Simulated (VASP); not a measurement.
A run of VASP 6.6.1 is set up as follows.

The input INCAR:

```
  PREC = Accurate
  ENCUT = 520
  EDIFF = 1E-6
  ISMEAR = 0
  SIGMA = 0.01
  LREAL = F
  LASPH = T
  NELM = 80
  ALGO = Normal
  ISIF = 2
  LWAVE = F
  LCHARG = F
  GGA = PS
  NBANDS = 11
```

KPOINTS

```
regular mesh
0
Gamma
  8 8 8
```

File POSCAR:

```
BeS
1.0
    2.3496543098      2.3496543098      0.0000000000
   -2.3496543098      2.3496543098      0.0000000000
    0.0000000000      2.3496543098      2.3496543098
Be S
1 1
Direct
    0.0000000000      0.0000000000      0.0000000000
    0.7500000000      0.2500000000      0.5000000000
```

Potentials or basis: VASP PAW PBE potentials, release 64 (Be, S).

Run with:

```bash
$ cat potpaw_PBE.64/Be/POTCAR potpaw_PBE.64/S/POTCAR > POTCAR
$ mpirun -np 1 vasp_std > vasp.out
```

Q: What does it give for the band gap on the k mesh?

A: 2.69 eV, indirect (least direct gap 5.55 eV).

Q: Predict the pressure.

A: 10.2 GPa.

Caveat: the PAW data sets were made with another functional, which shifts forces and pressure a little. As with any semilocal functional, this PBEsol gap is likely too small.
